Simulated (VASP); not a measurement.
A run of VASP 6.6.1:

Contents of INCAR:

```
ALGO = Normal ; DIPOL = 0.5 0.5 0.321
EDIFF = 1E-6 ; ENCUT = 520
GGA = PE ; IDIPOL = 3
ISIF = 2 ; ISMEAR = 0
LASPH = True ; LCHARG = False
LDIPOL = True ; LREAL = False
LWAVE = False ; NBANDS = 38
NELM = 80 ; PREC = Accurate
SIGMA = 0.1
```

File KPOINTS:

```
k-points
0
Gamma
  6 3 1
```

The input POSCAR:

```
C12N
1.0
    4.9326910638      0.0000000000      0.0000000000
   -1.2331727659      8.7858796652      0.0000000000
    0.0000000000      0.0000000000     20.2907138818
C N
12 1
Direct
    0.0197005045      0.0788020181      0.1971345130
    0.5197005045      0.0788020181      0.1971345130
    0.2746256306      0.0985025226      0.2311704222
    0.7746256306      0.0985025226      0.2311704222
    0.2844758829      0.1379035317      0.2992422405
    0.7844758829      0.1379035317      0.2992422405
    0.0392966979      0.1571967124      0.3324023561
    0.5392966979      0.1571967124      0.3324023561
    0.0496769462      0.1987212371      0.4035397332
    0.5496769462      0.1987212371      0.4035397332
    0.3040736101      0.2163107364      0.4332382751
    0.8040736101      0.2163107364      0.4332382751
    0.5540736101      0.7163107364      0.3775804372
```

Potentials or basis: VASP PAW PBE potentials, release 64 (C, N).

Run with:

```console
$ cat potpaw_PBE.64/C/POTCAR potpaw_PBE.64/N/POTCAR > POTCAR
$ mpirun -np 1 vasp_std > vasp.out
```

Hardware: 1 thread of AMD EPYC 9R45 96-Core Processor (Zen 5) (shared host).

Problem. Estimate the wall time of this run.

Solution. It took 10 min on 1 thread of AMD EPYC 9R45 96-Core Processor (Zen 5), with other jobs on the host, peak memory 0.97 GiB. Counts: scf iterations 39, k points 10.
